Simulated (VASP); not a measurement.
# In3Sb (Pm-3m) in VASP: further runs

In3Sb is run at these levels: PBEsol; tasks: single point.

Program: VASP 6.6.1. These are calculated values, not measurements. Logs are shortened: lines on timing, memory, paths and dates and some standing lists are left out, and cuts for length are marked.

### Step 1. The cell of the first run

The structure is cubic, space group Pm-3m (No. 221). The conventional cell has a = 4.837 Å, b = 4.837 Å, c = 4.837 Å, α = 90.00°, β = 90.00°, γ = 90.00°. In (site symmetry 4/mmm) has 8 In at 3.42 Å and 4 Sb at 3.42 Å within 4.5 Å. Within 4.5 Å of Sb (site symmetry m-3m) lie 12 In at 3.42 Å.

### Step 2. Single point, PBEsol

INCAR reads:

```
PREC = Accurate ; ENCUT = 520
EDIFF = 1E-6 ; ISMEAR = 0
SIGMA = 0.1 ; LREAL = F
LASPH = T ; NELM = 100
ALGO = Normal ; ISIF = 2
LWAVE = F ; LCHARG = F
GGA = PS ; NBANDS = 30
```

KPOINTS reads:

```
regular mesh
0
Gamma
  1 1 1
```

POSCAR reads:

```
In3Sb
1.0
    4.8369620000      0.0000000000      0.0000000000
    0.0000000000      4.8369620000      0.0000000000
    0.0000000000      0.0000000000      4.8369620000
In Sb
3 1
Direct
    0.5000000000      0.5000000000      0.0000000000
    0.5000000000      0.0000000000      0.5000000000
    0.0000000000      0.5000000000      0.5000000000
    0.0000000000      0.0000000000      0.0000000000
```

Potentials or basis: VASP PAW PBE potentials, release 64 (In_d, Sb).

Run with:

```console
$ cat potpaw_PBE.64/In_d/POTCAR potpaw_PBE.64/Sb/POTCAR > POTCAR
$ mpirun -np 1 vasp_gam > vasp.out
```

OUTCAR:

```text
PREC = Accurate
   ENCUT = 520
   EDIFF = 1E-6
   ISMEAR = 0
   LREAL = F
   LASPH = T
   NELM = 100
   ISIF = 2
   GGA = PS

 ion  position               nearest neighbor table
   1  0.500  0.500  0.000-   2 3.42   3 3.42   4 3.42   2 3.42   3 3.42   2 3.42   4 3.42   2 3.42
                             3 3.42   4 3.42   3 3.42   4 3.42
   2  0.500  0.000  0.500-   1 3.42   3 3.42   4 3.42   1 3.42   4 3.42   1 3.42   3 3.42   1 3.42
                             3 3.42   4 3.42   4 3.42   3 3.42
   3  0.000  0.500  0.500-   1 3.42   2 3.42   4 3.42   1 3.42   4 3.42   2 3.42   4 3.42   4 3.42
                             1 3.42   2 3.42   1 3.42   2 3.42
   4  0.000  0.000  0.000-   1 3.42   2 3.42   3 3.42   2 3.42   3 3.42   1 3.42   3 3.42   3 3.42
                             1 3.42   2 3.42   2 3.42   1 3.42

  LATTYP: Found a simple cubic cell.
 ALAT       =     4.8369620000

  Lattice vectors:

 A1 = (   4.8369620000,   0.0000000000,   0.0000000000)
 A2 = (   0.0000000000,   4.8369620000,   0.0000000000)
 A3 = (   0.0000000000,   0.0000000000,   4.8369620000)

Analysis of symmetry for initial positions (statically):
=====================================================================
 Subroutine PRICEL returns:
 Original cell was already a primitive cell.

 Routine SETGRP: Setting up the symmetry group for a
 simple cubic supercell.

 Subroutine GETGRP returns: Found 48 space group operations
 (whereof 48 operations were pure point group operations)
 out of a pool of 48 trial point group operations.

The static configuration has the point symmetry O_h .

Analysis of symmetry for dynamics (positions and initial velocities):
=====================================================================
 Subroutine PRICEL returns:
 Original cell was already a primitive cell.

 Routine SETGRP: Setting up the symmetry group for a
 simple cubic supercell.

 Subroutine GETGRP returns: Found 48 space group operations
 (whereof 48 operations were pure point group operations)
 out of a pool of 48 trial point group operations.

The dynamic configuration has the point symmetry O_h .

 Subroutine INISYM returns: Found 48 space group operations
 (whereof 48 operations are pure point group operations),
 and found     1 'primitive' translations

----------------------------------------------------------------------------------------

                                     Primitive cell

  volume of cell :     113.1665

  direct lattice vectors                    reciprocal lattice vectors
     4.836962000  0.000000000  0.000000000     0.206741339  0.000000000  0.000000000
     0.000000000  4.836962000  0.000000000     0.000000000  0.206741339  0.000000000
     0.000000000  0.000000000  4.836962000     0.000000000  0.000000000  0.206741339

  length of vectors
     4.836962000  4.836962000  4.836962000     0.206741339  0.206741339  0.206741339

  position of ions in fractional coordinates (direct lattice)
     0.500000000  0.500000000  0.000000000
     0.500000000  0.000000000  0.500000000
     0.000000000  0.500000000  0.500000000
     0.000000000  0.000000000  0.000000000

  ion indices of the primitive-cell ions
   primitive index   ion index
                 1           1
                 2           2
                 3           3
                 4           4

----------------------------------------------------------------------------------------

 KPOINTS: regular mesh

Automatic generation of k-mesh.
 Grid dimensions read from file:
 generate k-points for:    1    1    1

 Generating k-lattice:

  Cartesian coordinates                     Fractional coordinates (reciprocal lattice)
     0.206741339  0.000000000  0.000000000     1.000000000  0.000000000  0.000000000
     0.000000000  0.206741339  0.000000000     0.000000000  1.000000000  0.000000000
     0.000000000  0.000000000  0.206741339     0.000000000  0.000000000  1.000000000

  Length of vectors
     0.206741339  0.206741339  0.206741339

  Shift w.r.t. Gamma in fractional coordinates (k-lattice)
     0.000000000  0.000000000  0.000000000

 Subroutine IBZKPT returns following result:
 ===========================================

 Found      1 irreducible k-points:

 Following reciprocal coordinates:
            Coordinates               Weight
  0.000000  0.000000  0.000000      1.000000
   k-points           NKPTS =      1   k-points in BZ     NKDIM =      1   number of bands    NBANDS=     30
   number of dos      NEDOS =    301   number of ions     NIONS =      4
   total plane-waves  NPLWV =  46656
   dimension x,y,z NGX =    36 NGY =   36 NGZ =   36
   dimension x,y,z NGXF=    72 NGYF=   72 NGZF=   72
   ions per type =               3   1
   NGX,Y,Z   is equivalent  to a cutoff of  12.37, 12.37, 12.37 a.u.
   NGXF,Y,Z  is equivalent  to a cutoff of  24.75, 24.75, 24.75 a.u.
 SYSTEM =  unknown system
   PREC   = accura    normal or accurate (medium, high low for compatibility)
   ISTART =      0    job   : 0-new  1-cont  2-samecut
   ICHARG =      2    charge: 1-file 2-atom 10-const
   ISPIN  =      1    spin polarized calculation?
   LNONCOLLINEAR =      F non collinear calculations
   LSORBIT =      F    spin-orbit coupling
   LASPH  =      T    aspherical Exc in radial PAW
   ENCUT  =  520.0 eV  38.22 Ry    6.18 a.u.   8.99  8.99  8.99*2*pi/ulx,y,z
   NELM   =    100;   NELMIN=  2; NELMDL= -5     # of ELM steps
   EDIFF  = 0.1E-05   stopping-criterion for ELM
   LREAL  =      F    real-space projection
   EDIFFG = 0.1E-04   stopping-criterion for IOM
   NSW    =      0    number of steps for IOM
   IBRION =     -1    ionic relax: 0-MD 1-quasi-New 2-CG
   NFREE  =      0    steps in history (QN), initial steepest desc. (CG)
   ISIF   =      2    stress and relaxation
   ISYM   =      2    0-nonsym 1-usesym 2-fastsym
   POTIM  = 0.5000    time-step for ionic-motion
   TEBEG  =    0.0;   TEEND  =   0.0 temperature during run
   PSTRESS=    0.0 pullay stress
   NELECT =      44.0000    total number of electrons
   NUPDOWN=      -1.0000    fix difference up-down
   EMIN   =  10.00;   EMAX   =-10.00  energy-range for DOS
   EFERMI =   0.00;   METHOD = LEGACY
   ISMEAR =     0;   SIGMA  =   0.10  broadening in eV -4-tet -1-fermi 0-gaus
   EFERMI_NEDOS =   21; number of points for ismear=-14 and -15
   IALGO  =     38    algorithm
   IMIX   =      4    mixing-type and parameters
     AMIX     =   0.40;   BMIX     =  1.00
     AMIX_MAG =   1.60;   BMIX_MAG =  1.00
  volume/ion in A,a.u.               =      28.29       190.92
  Fermi-wavevector in a.u.,A,eV,Ry     =   1.194867  2.257972 19.425148  1.427708
  Thomas-Fermi vector in A             =   2.330847
   LORBIT       =      0    0 simple, 1 ext, 2 COOP (PROOUT), +10 PAW based schemes
   GGA     = PS    functional components
   LHFCALC =     F    Hartree Fock is set to
   AEXX    =    0.0000 exact exchange contribution
   IVDW    =     0    specifies the selected vdW correction
   LEPSILON=     F    determine dielectric tensor
   LRPA    =     F    only Hartree local field effects (RPA)
 non-spin polarized calculation
 Gauss-broadening in eV      SIGMA  =   0.10
  energy-cutoff  :      520.00
  volume of cell :      113.17
 maximum number of plane-waves:      1485
 NGX is ok and might be reduce to    36
   NGX = 17   NGY = 17   NGZ = 17

 number of electron      43.9999994 magnetization

 Free energy of the ion-electron system (eV)
  ---------------------------------------------------
  ext. energy  EPLUGINS =         0.00000000
  ---------------------------------------------------
  free energy    TOTEN  =       -13.30894717 eV

  energy without entropy =      -13.30894717  energy(sigma->0) =      -13.30894717

 E-fermi :   4.9718     XC(G=0): -10.0064

 val. band max:        4.4963442495   @ k =   0.0000   0.0000   0.0000
 cond. band min:       8.9522476160   @ k =   0.0000   0.0000   0.0000
 fundamental gap:      4.4559033665
 Fermi energy:         4.9717510872

 k-point     1 :       0.0000    0.0000    0.0000
  band No.  band energies     occupation
      1      -7.5992      2.00000
      2      -7.5522      2.00000
      3      -7.5522      2.00000
      4      -7.5522      2.00000
      5      -7.3556      2.00000
      6      -7.3556      2.00000
[... 22 lines left out ...]
     29      12.6491      0.00000
     30      13.2557      0.00000

------------------------ aborting loop because EDIFF is reached ----------------------------------------

  FORCE on cell =-STRESS in cart. coord.  units (eV):
  Direction    XX          YY          ZZ          XY          YZ          ZX
  --------------------------------------------------------------------------------------
  -------------------------------------------------------------------------------------
  Total        1.6270800      1.6270800      1.6270800      0.0000000      0.0000000      0.0000000
  in kB       23.0357019     23.0357019     23.0357019      0.0000000      0.0000000      0.0000000
  external PRESSURE =      23.0357019 kB  Pullay stress =       0.0000000 kB

 VOLUME and BASIS-vectors are now :
 -----------------------------------------------------------------------------
  energy-cutoff  :      520.00
  volume of cell :      113.17
      direct lattice vectors                 reciprocal lattice vectors
     4.836962000  0.000000000  0.000000000     0.206741339  0.000000000  0.000000000
     0.000000000  4.836962000  0.000000000     0.000000000  0.206741339  0.000000000
     0.000000000  0.000000000  4.836962000     0.000000000  0.000000000  0.206741339

 POSITION                                       TOTAL-FORCE (eV/Angst)
 -----------------------------------------------------------------------------------
      2.41848      2.41848      0.00000         0.000000      0.000000      0.000000
      2.41848      0.00000      2.41848         0.000000      0.000000      0.000000
      0.00000      2.41848      2.41848         0.000000      0.000000      0.000000
      0.00000      0.00000      0.00000         0.000000      0.000000      0.000000
 -----------------------------------------------------------------------------------
    total drift:                                0.000000      0.000000      0.000000

  FREE ENERGIE OF THE ION-ELECTRON SYSTEM (eV)
  ---------------------------------------------------
  free  energy   TOTEN  =       -13.3089471668 eV

  energy  without entropy=      -13.3089471668  energy(sigma->0) =      -13.30894717
```

It took 15 s on 1 thread of Intel Xeon 8259CL, shared host; peak memory 0.19 GiB.

Results:

- Free energy: -13.3089 eV
- Pressure: 2.3 GPa

Caveat: the k points lie up to 1.30 Å⁻¹ apart; the PAW data sets were made with another functional, which shifts forces and pressure a little; spin-orbit coupling is left out, which moves the levels of the heavy elements.

### Step 3. Single point, PBEsol

INCAR reads:

```
SYSTEM = In3Sb
ALGO = Fast ; EDIFF = 1E-7
ENCUT = 520 ; GGA = PS
ISIF = 2 ; ISMEAR = 0
LASPH = .True. ; LCHARG = .False.
LREAL = .False. ; LWAVE = .False.
NBANDS = 30 ; NELM = 100
PREC = Accurate ; SIGMA = 0.1
```

KPOINTS reads:

```
k-points
0
Gamma
  2 2 2
  0 0 0
```

POSCAR is that of step 2.

Potentials or basis: VASP PAW PBE potentials, release 64 (In_d, Sb).

Run with:

```console
$ cat potpaw_PBE.64/In_d/POTCAR potpaw_PBE.64/Sb/POTCAR > POTCAR
$ mpirun -np 1 vasp_std > vasp.out
```

OUTCAR:

```text
SYSTEM = In3Sb
   EDIFF = 1E-7
   ENCUT = 520
   GGA = PS
   ISIF = 2
   ISMEAR = 0
   LASPH = .True.
   LREAL = .False.
   NELM = 100
   PREC = Accurate

 ion  position               nearest neighbor table
   1  0.500  0.500  0.000-   2 3.42   3 3.42   4 3.42   2 3.42   3 3.42   2 3.42   4 3.42   2 3.42
                             3 3.42   4 3.42   3 3.42   4 3.42
   2  0.500  0.000  0.500-   1 3.42   3 3.42   4 3.42   1 3.42   4 3.42   1 3.42   3 3.42   1 3.42
                             3 3.42   4 3.42   4 3.42   3 3.42
   3  0.000  0.500  0.500-   1 3.42   2 3.42   4 3.42   1 3.42   4 3.42   2 3.42   4 3.42   4 3.42
                             1 3.42   2 3.42   1 3.42   2 3.42
   4  0.000  0.000  0.000-   1 3.42   2 3.42   3 3.42   2 3.42   3 3.42   1 3.42   3 3.42   3 3.42
                             1 3.42   2 3.42   2 3.42   1 3.42

  LATTYP: Found a simple cubic cell.
 ALAT       =     4.8369620000

  Lattice vectors:

 A1 = (   4.8369620000,   0.0000000000,   0.0000000000)
 A2 = (   0.0000000000,   4.8369620000,   0.0000000000)
 A3 = (   0.0000000000,   0.0000000000,   4.8369620000)

Analysis of symmetry for initial positions (statically):
=====================================================================
 Subroutine PRICEL returns:
 Original cell was already a primitive cell.

 Routine SETGRP: Setting up the symmetry group for a
 simple cubic supercell.

 Subroutine GETGRP returns: Found 48 space group operations
 (whereof 48 operations were pure point group operations)
 out of a pool of 48 trial point group operations.

The static configuration has the point symmetry O_h .

Analysis of symmetry for dynamics (positions and initial velocities):
=====================================================================
 Subroutine PRICEL returns:
 Original cell was already a primitive cell.

[... 106 lines left out ...]
   EFERMI_NEDOS =   21; number of points for ismear=-14 and -15
   IALGO  =     68    algorithm
   IMIX   =      4    mixing-type and parameters
     AMIX     =   0.40;   BMIX     =  1.00
     AMIX_MAG =   1.60;   BMIX_MAG =  1.00
  volume/ion in A,a.u.               =      28.29       190.92
  Fermi-wavevector in a.u.,A,eV,Ry     =   1.194867  2.257972 19.425148  1.427708
  Thomas-Fermi vector in A             =   2.330847
   LORBIT       =      0    0 simple, 1 ext, 2 COOP (PROOUT), +10 PAW based schemes
   GGA     = PS    functional components
   LHFCALC =     F    Hartree Fock is set to
   AEXX    =    0.0000 exact exchange contribution
   IVDW    =     0    specifies the selected vdW correction
   LEPSILON=     F    determine dielectric tensor
   LRPA    =     F    only Hartree local field effects (RPA)
 non-spin polarized calculation
 RMM-DIIS sequential band-by-band and
 Gauss-broadening in eV      SIGMA  =   0.10
  energy-cutoff  :      520.00
  volume of cell :      113.17
 maximum number of plane-waves:      3112
 NGX is ok and might be reduce to    36
   NGX = 17   NGY = 17   NGZ = 17

 number of electron      43.9999994 magnetization

 Free energy of the ion-electron system (eV)
  ---------------------------------------------------
  ext. energy  EPLUGINS =         0.00000000
  ---------------------------------------------------
  free energy    TOTEN  =       -11.97107992 eV

  energy without entropy =      -11.94476220  energy(sigma->0) =      -11.95792106

 E-fermi :   6.6665     XC(G=0): -10.0499

 val. band max:        6.6201561106   @ k =   0.5000   0.5000   0.0000
 cond. band min:       6.8774603010   @ k =   0.5000   0.0000   0.0000
 fundamental gap:      0.2573041905
 Fermi energy:         6.6664556460

 k-point     1 :       0.0000    0.0000    0.0000
  band No.  band energies     occupation
      1      -7.8494      2.00000
      2      -7.8266      2.00000
      3      -7.8266      2.00000
      4      -7.8266      2.00000
      5      -7.6883      2.00000
      6      -7.6883      2.00000
[... 121 lines left out ...]
     29      14.5551      0.00000
     30      14.5834      0.00000

------------------------ aborting loop because EDIFF is reached ----------------------------------------

  FORCE on cell =-STRESS in cart. coord.  units (eV):
  Direction    XX          YY          ZZ          XY          YZ          ZX
  --------------------------------------------------------------------------------------
  -------------------------------------------------------------------------------------
  Total       -2.0156165     -2.0156165     -2.0156165      0.0000000      0.0000000      0.0000000
  in kB      -28.5364836    -28.5364836    -28.5364836      0.0000000      0.0000000      0.0000000
  external PRESSURE =     -28.5364836 kB  Pullay stress =       0.0000000 kB

 VOLUME and BASIS-vectors are now :
 -----------------------------------------------------------------------------
  energy-cutoff  :      520.00
  volume of cell :      113.17
      direct lattice vectors                 reciprocal lattice vectors
     4.836962000  0.000000000  0.000000000     0.206741339  0.000000000  0.000000000
     0.000000000  4.836962000  0.000000000     0.000000000  0.206741339  0.000000000
     0.000000000  0.000000000  4.836962000     0.000000000  0.000000000  0.206741339

 POSITION                                       TOTAL-FORCE (eV/Angst)
 -----------------------------------------------------------------------------------
      2.41848      2.41848      0.00000         0.000000      0.000000      0.000000
      2.41848      0.00000      2.41848         0.000000      0.000000      0.000000
      0.00000      2.41848      2.41848         0.000000      0.000000      0.000000
      0.00000      0.00000      0.00000         0.000000      0.000000      0.000000
 -----------------------------------------------------------------------------------
    total drift:                                0.000000      0.000000      0.000000

  FREE ENERGIE OF THE ION-ELECTRON SYSTEM (eV)
  ---------------------------------------------------
  free  energy   TOTEN  =       -11.9710799226 eV

  energy  without entropy=      -11.9447621975  energy(sigma->0) =      -11.95792106
```

OSZICAR:

```text
N       E                     dE             d eps       ncg     rms          rms(c)
DAV:   1     0.390044645065E+03    0.39004E+03   -0.20316E+04   240   0.181E+03
DAV:   2     0.230054785767E+02   -0.36704E+03   -0.36034E+03   240   0.432E+02
DAV:   3    -0.107852669421E+02   -0.33791E+02   -0.33178E+02   286   0.152E+02
[... 16 lines left out ...]
RMM:  20    -0.119710808668E+02    0.41843E-06   -0.10092E-07   158   0.398E-03    0.206E-02
RMM:  21    -0.119710802419E+02    0.62490E-06   -0.61346E-08   163   0.178E-03    0.645E-03
RMM:  22    -0.119710800421E+02    0.19988E-06   -0.29237E-08   147   0.170E-03    0.179E-03
RMM:  23    -0.119710799272E+02    0.11483E-06   -0.18670E-08   145   0.124E-03    0.177E-04
RMM:  24    -0.119710799226E+02    0.46321E-08   -0.12241E-08   131   0.931E-04
   1 F= -.11971080E+02 E0= -.11957921E+02  d E =-.263177E-01
```

Run time: 43 s. Hardware: 1 thread of Intel Xeon 8259CL, shared host; peak memory 0.2 GiB.

Results:

| Item | Value |
| --- | --- |
| Free energy | -11.9711 eV |
| Pressure | -2.9 GPa |
| Band gap on the k mesh | zero (bands 22 and 23 overlap by 3.38 eV) |

Caveat: the k points lie up to 0.65 Å⁻¹ apart, too coarse for converged energies and pressures of a metal; the PAW data sets were made with another functional, which shifts forces and pressure a little; spin-orbit coupling is left out, which moves the levels of the heavy elements.

(Continued in part 2 of 2.)
